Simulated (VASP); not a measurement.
## Cu: relaxation of cell and atoms with PBEsol

Cu:

```
Cu
1.0
     0.00000    1.80750    1.80750
     1.80750    0.00000    1.80750
     1.80750    1.80750    0.00000
Cu
1
Direct
  0.00000 0.00000 0.00000
```

```
Program                : VASP 6.6.1
Task                   : relaxation of cell and atoms
Functional             : PBEsol
Potentials or basis    : VASP PAW PBE potentials, release 64 (Cu)
Cutoff                 : 600 eV
k mesh                 : 15 × 15 × 15
Occupations            : fermi-dirac, width 0.05 eV
Spin                   : no spin polarisation
Target pressure        : 8 GPa
Dipole correction      : no
Further INCAR settings : ALGO = Normal; EDIFF = 1e-06; IBRION = 2; EDIFFG = -0.02; NSW = 80; ISIF = 3
```

* Relaxed volume: 10.87 Å³/atom
* Relaxed cell: a = 2.487 Å, b = 2.487 Å, c = 2.487 Å, α = 60.00°, β = 60.00°, γ = 60.00°
* Space group after relaxing (to 0.05 Å): Fm-3m (No. 225)
* Energy change on relaxing (the enthalpy is what falls): +2.4 meV/atom
* Ionic steps: 3
* Pressure after relaxing: 7.8 GPa

Step by step:
| step | energy change (eV) | largest force (eV/Å) | pressure (GPa) | volume (Å³) |
| --- | --- | --- | --- | --- |
| 1 | 0.0000 | 0.0000 | -5.84 | 11.81 |
| 2 | 0.0727 | 0.0000 | 24.37 | 10.15 |
| 3 | 0.0024 | 0.0000 | 7.85 | 10.87 |

Final structure:
```xyz
1
Lattice="0.0000 1.7584 1.7584 1.7584 0.0000 1.7584 1.7584 1.7584 0.0000" Properties=species:S:1:pos:R:3 pbc="T T T"
Cu    0.0000    0.0000    0.0000
```

Levels at points of the mesh, in eV from the Fermi level:
| k point | band 4 | band 5 | band 6 | band 7 | band 8 | band 9 |
| --- | --- | --- | --- | --- | --- | --- |
| (0.00, 0.00, 0.00) | -3.39 | -2.44 | -2.44 | 23.15 | 26.42 | 26.42 |

Run time: 25 s on 1 thread of Intel(R) Xeon(R) 6975P-C (Granite Rapids), on a shared host, peak memory 0.13 GiB.

Caveat: the cell is relaxed towards a set pressure, so the enthalpy falls and the energy may rise; the PAW data sets were made with another functional, which shifts forces and pressure a little.
